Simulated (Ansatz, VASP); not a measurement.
**One calculation of Pt, two programs**

```
Pt
1.0
     2.62422    0.00000    0.00000
     0.00000    2.62422    0.00000
     0.00000    0.00000    2.62422
Pt
1
Direct
  0.00000 0.00000 0.00000
```

Alike in both runs: functional PBE; k mesh 20 × 20 × 20; occupations gaussian, width 0.1 eV; no spin polarisation.

Ansatz relaxed the structure, and its values are those at the end. VASP's run is a single point on that final structure, the one shown.

```csv
,VASP,Ansatz
version,VASP 6.6.1,Ansatz 0.2.0
potentials or method,"VASP PAW PBE potentials, release 64 (Pt), cutoff 520 eV","scalar-relativistic, plane waves, PAW"
valence electrons in the cell,10,18
```

|  | VASP | Ansatz | Ansatz less VASP |
| --- | --- | --- | --- |
| gap on the k mesh at the Fermi level (eV) | none | none | - |
| pressure (GPa) | -0.5 | 0.0 | +0.45 |

A gap of «none» marks a metal or a gap that the smearing closes. VASP's potentials hold 10 valence electrons a cell and Ansatz's 18, so a difference there can come from the potentials and not from the codes.

Neither program's run includes spin-orbit coupling.
